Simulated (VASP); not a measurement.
# Ta (Fd-3m) in VASP: a series of runs

Ta is run at these levels: PBE; tasks: relaxation of cell and atoms, single point.

Everything below comes from runs of VASP 6.6.1. Logs are shortened: lines on timing, memory, paths and dates and some standing lists are left out, and cuts for length are marked.

## 1. The cell of the first run

It takes space group Fd-3m (No. 227, cubic). Conventional cell: a = 4.275 Å, b = 4.275 Å, c = 4.275 Å, α = 90.00°, β = 90.00°, γ = 90.00°. Ta (site symmetry -43m) has 4 Ta at 1.85 Å within 2.5 Å.

## 2. Relaxation of cell and atoms, PBE, target pressure 480 GPa, at which the enthalpy is minimised

The input, INCAR:

```
ALGO = Normal
EDIFF = 1E-7
EDIFFG = -0.005
ENCUT = 600
GGA = PE
IBRION = 2
ISIF = 3
ISMEAR = -1
LASPH = True
LCHARG = False
LREAL = False
LWAVE = False
NELM = 80
NSW = 60
PREC = Accurate
PSTRESS = 4800.0
SIGMA = 0.08
```

The input, KPOINTS:

```
k-points
0
Gamma
  15 15 15
```

The input, POSCAR:

```
Ta
1.0
    0.0000000000      2.1373755914      2.1373755914
    2.1373755914      0.0000000000      2.1373755914
    2.1373755914      2.1373755914      0.0000000000
Ta
2
Direct
   -0.1250000000     -0.1250000000     -0.1250000000
    0.1250000000      0.1250000000      0.1250000000
```

Potentials or basis: VASP PAW PBE potentials, release 64 (Ta_pv).

Run with:

```bash
cat potpaw_PBE.64/Ta_pv/POTCAR > POTCAR
mpirun -np 1 vasp_std > vasp.out
```

OUTCAR:

```text
EDIFF = 1E-7
   EDIFFG = -0.005
   ENCUT = 600
   GGA = PE
   IBRION = 2
   ISIF = 3
   ISMEAR = -1
   LASPH = True
   LREAL = False
   NELM = 80
   NSW = 60
   PREC = Accurate
   PSTRESS = 4800.0

 ion  position               nearest neighbor table
   1  0.875  0.875  0.875-   2 1.85   2 1.85   2 1.85   2 1.85   2 3.54   2 3.54   2 3.54   2 3.54
                             2 3.54   2 3.54   2 3.54   2 3.54   2 3.54   2 3.54   2 3.54   2 3.54
   2  0.125  0.125  0.125-   1 1.85   1 1.85   1 1.85   1 1.85   1 3.54   1 3.54   1 3.54   1 3.54
                             1 3.54   1 3.54   1 3.54   1 3.54   1 3.54   1 3.54   1 3.54   1 3.54

  LATTYP: Found a face centered cubic cell.
 ALAT       =     4.2747511828

  Lattice vectors:

 A1 = (   0.0000000000,   2.1373755914,   2.1373755914)
 A2 = (   2.1373755914,   0.0000000000,   2.1373755914)
 A3 = (   2.1373755914,   2.1373755914,   0.0000000000)

Analysis of symmetry for initial positions (statically):
=====================================================================
 Subroutine PRICEL returns:
 Original cell was already a primitive cell.

 Routine SETGRP: Setting up the symmetry group for a
 face centered cubic supercell.

 Subroutine GETGRP returns: Found 48 space group operations
 (whereof 12 operations were pure point group operations)
 out of a pool of 48 trial point group operations.

The static configuration has the point symmetry D_3d.
 The point group associated with its full space group is O_h .

Analysis of symmetry for dynamics (positions and initial velocities):
=====================================================================
 Subroutine PRICEL returns:
 Original cell was already a primitive cell.

 Routine SETGRP: Setting up the symmetry group for a
 face centered cubic supercell.

 Subroutine GETGRP returns: Found 48 space group operations
 (whereof 12 operations were pure point group operations)
 out of a pool of 48 trial point group operations.

The dynamic configuration has the point symmetry D_3d.
 The point group associated with its full space group is O_h .

 Subroutine INISYM returns: Found 48 space group operations
 (whereof 12 operations are pure point group operations),
 and found     1 'primitive' translations

----------------------------------------------------------------------------------------

                                     Primitive cell

  volume of cell :      19.5287

  direct lattice vectors                    reciprocal lattice vectors
     0.000000000  2.137375591  2.137375591    -0.233931744  0.233931744  0.233931744
     2.137375591  0.000000000  2.137375591     0.233931744 -0.233931744  0.233931744
     2.137375591  2.137375591  0.000000000     0.233931744  0.233931744 -0.233931744

  length of vectors
     3.022705549  3.022705549  3.022705549     0.405181666  0.405181666  0.405181666

  position of ions in fractional coordinates (direct lattice)
     0.875000000  0.875000000  0.875000000
     0.125000000  0.125000000  0.125000000

  ion indices of the primitive-cell ions
   primitive index   ion index
                 1           1
                 2           2

----------------------------------------------------------------------------------------

 KPOINTS: k-points

Automatic generation of k-mesh.
 Grid dimensions read from file:
 generate k-points for:   15   15   15

 Generating k-lattice:

  Cartesian coordinates                     Fractional coordinates (reciprocal lattice)
    -0.015595450  0.015595450  0.015595450     0.066666667  0.000000000  0.000000000
     0.015595450 -0.015595450  0.015595450     0.000000000  0.066666667  0.000000000
     0.015595450  0.015595450 -0.015595450     0.000000000  0.000000000  0.066666667

  Length of vectors
     0.027012111  0.027012111  0.027012111

  Shift w.r.t. Gamma in fractional coordinates (k-lattice)
     0.000000000  0.000000000  0.000000000

 Subroutine IBZKPT returns following result:
 ===========================================

 Found    120 irreducible k-points:

 Following reciprocal coordinates:
            Coordinates               Weight
  0.000000  0.000000  0.000000      1.000000
  0.066667  0.000000  0.000000      8.000000
  0.133333  0.000000  0.000000      8.000000
  0.200000  0.000000  0.000000      8.000000
  0.266667  0.000000  0.000000      8.000000
  0.333333  0.000000  0.000000      8.000000
[... 16 lines left out ...]
  0.133333  0.133333  0.000000      6.000000
  0.200000  0.133333  0.000000     24.000000
 [... further k-points ...]
   k-points           NKPTS =    120   k-points in BZ     NKDIM =    120   number of bands    NBANDS=     15
   number of dos      NEDOS =    301   number of ions     NIONS =      2
   total plane-waves  NPLWV =  13824
   dimension x,y,z NGX =    24 NGY =   24 NGZ =   24
   dimension x,y,z NGXF=    48 NGYF=   48 NGZF=   48
   ions per type =               2
   NGX,Y,Z   is equivalent  to a cutoff of  13.20, 13.20, 13.20 a.u.
   NGXF,Y,Z  is equivalent  to a cutoff of  26.40, 26.40, 26.40 a.u.
 SYSTEM =  unknown system
   PREC   = accura    normal or accurate (medium, high low for compatibility)
   ISTART =      0    job   : 0-new  1-cont  2-samecut
   ICHARG =      2    charge: 1-file 2-atom 10-const
   ISPIN  =      1    spin polarized calculation?
   LNONCOLLINEAR =      F non collinear calculations
   LSORBIT =      F    spin-orbit coupling
   LASPH  =      T    aspherical Exc in radial PAW
   ENCUT  =  600.0 eV  44.10 Ry    6.64 a.u.   6.04  6.04  6.04*2*pi/ulx,y,z
   NELM   =     80;   NELMIN=  2; NELMDL= -5     # of ELM steps
   EDIFF  = 0.1E-06   stopping-criterion for ELM
   LREAL  =      F    real-space projection
   EDIFFG = -.5E-02   stopping-criterion for IOM
   NSW    =     60    number of steps for IOM
   IBRION =      2    ionic relax: 0-MD 1-quasi-New 2-CG
   NFREE  =      1    steps in history (QN), initial steepest desc. (CG)
   ISIF   =      3    stress and relaxation
   ISYM   =      2    0-nonsym 1-usesym 2-fastsym
   POTIM  = 0.5000    time-step for ionic-motion
   TEBEG  =    0.0;   TEEND  =   0.0 temperature during run
   PSTRESS= 4800.0 pullay stress
   NELECT =      22.0000    total number of electrons
   NUPDOWN=      -1.0000    fix difference up-down
   EMIN   =  10.00;   EMAX   =-10.00  energy-range for DOS
   EFERMI =   0.00;   METHOD = LEGACY
   ISMEAR =    -1;   SIGMA  =   0.08  broadening in eV -4-tet -1-fermi 0-gaus
   EFERMI_NEDOS =   21; number of points for ismear=-14 and -15
   IALGO  =     38    algorithm
   IMIX   =      4    mixing-type and parameters
     AMIX     =   0.40;   BMIX     =  1.00
     AMIX_MAG =   1.60;   BMIX_MAG =  1.00
  volume/ion in A,a.u.               =       9.76        65.89
  Fermi-wavevector in a.u.,A,eV,Ry     =   1.703432  3.219020 39.479775  2.901682
  Thomas-Fermi vector in A             =   2.783020
   LORBIT       =      0    0 simple, 1 ext, 2 COOP (PROOUT), +10 PAW based schemes
   GGA     = PE    functional components
   LHFCALC =     F    Hartree Fock is set to
   AEXX    =    0.0000 exact exchange contribution
   IVDW    =     0    specifies the selected vdW correction
   LEPSILON=     F    determine dielectric tensor
   LRPA    =     F    only Hartree local field effects (RPA)
 conjugate gradient relaxation of ions
 non-spin polarized calculation
  energy-cutoff  :      600.00
  volume of cell :       19.53
 maximum number of plane-waves:       666
   NGX = 13   NGY = 13   NGZ = 13

--------------------------------------- Ionic step        1  -------------------------------------------

 number of electron      21.9999998 magnetization

 Free energy of the ion-electron system (eV)
  ---------------------------------------------------
  ext. energy  EPLUGINS =         0.00000000
  ---------------------------------------------------
  free energy    TOTEN  =        12.69312380 eV

  energy without entropy =       12.71698034  energy(sigma->0) =       12.70505207

------------------------ aborting loop because EDIFF is reached ----------------------------------------

  FORCE on cell =-STRESS in cart. coord.  units (eV):
  Direction    XX          YY          ZZ          XY          YZ          ZX
  --------------------------------------------------------------------------------------
  -------------------------------------------------------------------------------------
  Total       86.9187913     86.9187913     86.9187913      0.0000000      0.0000000      0.0000000
  in kB     7131.0212183   7131.0212183   7131.0212183      0.0000000      0.0000000      0.0000000
  external PRESSURE =    2331.0212183 kB  Pullay stress =    4800.0000000 kB
[... 23 lines left out ...]
  enthalpy is  TOTEN    =        71.1994983437 eV   P V=       58.5063745468

--------------------------------------- Ionic step        2  -------------------------------------------

 number of electron      21.9999974 magnetization

 E-fermi :  -0.0891     XC(G=0):  -7.9607

 val. band max:       -0.0902182483   @ k =   0.2000   0.2000   0.0000
 cond. band min:      -0.0812929167   @ k =  -0.4667   0.2000   0.0667
 fundamental gap:      0.0089253316
 Fermi energy:        -0.0890696024

 k-point     1 :       0.0000    0.0000    0.0000
  band No.  band energies     occupation
      1     -34.8658      2.00000
      2     -34.8658      2.00000
      3     -34.8658      2.00000
      4     -34.6922      2.00000
      5     -34.6922      2.00000
      6     -34.6922      2.00000
      7      -4.5191      2.00000
      8      -0.3950      1.95728
      9      -0.3950      1.95728
     10      -0.3950      1.95728
     11      -0.3905      1.95486
     12      -0.3905      1.95486
     13       1.1206      0.00000
     14       1.1206      0.00000
     15       1.1206      0.00000
[... 525 lines left out ...]
  enthalpy is  TOTEN    =        69.5973077144 eV   P V=       66.1287940799

--------------------------------------- Ionic step        5  -------------------------------------------

 number of electron      22.0000002 magnetization

 Free energy of the ion-electron system (eV)
  ---------------------------------------------------
  ext. energy  EPLUGINS =         0.00000000
  ---------------------------------------------------
  free energy    TOTEN  =         3.88103118 eV

  energy without entropy =        3.90696958  energy(sigma->0) =        3.89400038

 E-fermi :  10.9493     XC(G=0): -14.9549

 val. band max:       10.9222489653   @ k =  -0.4667   0.4000   0.0000
 cond. band min:      10.9539261233   @ k =  -0.3333   0.2000   0.0667
 fundamental gap:      0.0316771580
 Fermi energy:        10.9493233731

 k-point     1 :       0.0000    0.0000    0.0000
  band No.  band energies     occupation
      1     -27.8176      2.00000
      2     -27.8176      2.00000
      3     -27.8176      2.00000
      4     -22.0135      2.00000
      5     -22.0135      2.00000
      6     -22.0135      2.00000
      7       1.6748      2.00000
      8       4.2576      2.00000
      9       4.2576      2.00000
     10       9.5970      2.00000
     11       9.5970      2.00000
     12       9.5970      2.00000
     13      16.5879      0.00000
     14      16.5879      0.00000
     15      16.5879      0.00000
[... 443 lines left out ...]
  FREE ENERGIE OF THE ION-ELECTRON SYSTEM (eV)
  ---------------------------------------------------
  free  energy   TOTEN  =         3.8810311787 eV

  energy  without entropy=        3.9069695824  energy(sigma->0) =        3.89400038

  enthalpy is  TOTEN    =        69.5928481912 eV   P V=       65.7118170124

 reached required accuracy - stopping structural energy minimisation
```

It took 53 s on 1 thread of Intel Xeon 6975P-C (Granite Rapids), shared host; peak memory 0.17 GiB.

Results:

- Free energy: 3.8810 eV
- Relaxed volume: 10.97 Å³/atom
- Relaxed cell: a = 3.142 Å, b = 3.142 Å, c = 3.142 Å, α = 60.00°, β = 60.00°, γ = 60.00°
- Space group after relaxing (to 0.05 Å): Fd-3m (No. 227)
- Energy change on relaxing (the enthalpy is what falls): -4406.0 meV/atom
- Ionic steps: 5
- Pressure after relaxing: 480.0 GPa
- Band gap on the k mesh: zero (band 11 reaches 12.65 eV, above the bottom of band 12 at 7.70 eV)

Step by step:
| step | energy change (eV) | largest force (eV/Å) | pressure (GPa) | volume (Å³) |
| --- | --- | --- | --- | --- |
| 1 | 0.0000 | 0.0000 | 713.10 | 19.53 |
| 2 | -28.0997 | 0.0000 | -14.61 | 93.48 |
| 3 | -12.6364 | 0.0000 | 387.57 | 23.35 |
| 4 | -9.2246 | 0.0000 | 469.79 | 22.07 |
| 5 | -8.8121 | 0.0000 | 480.03 | 21.93 |

Final structure:
```cif
data_structure
_symmetry_space_group_name_H-M 'P 1'
_symmetry_Int_Tables_number 1
_cell_length_a 3.1420
_cell_length_b 3.1420
_cell_length_c 3.1420
_cell_angle_alpha 60.000
_cell_angle_beta 60.000
_cell_angle_gamma 60.000
_cell_volume 21.93
loop_
_atom_site_label
_atom_site_type_symbol
_atom_site_fract_x
_atom_site_fract_y
_atom_site_fract_z
_atom_site_occupancy
Ta1 Ta 0.87500 0.87500 0.87500 1
Ta2 Ta 0.12500 0.12500 0.12500 1
```

Caveat: the cell is relaxed towards a set pressure, so the enthalpy falls and the energy may rise; spin-orbit coupling is left out, which moves the levels of the heavy elements.

(Part 1 of 3 ends here.)
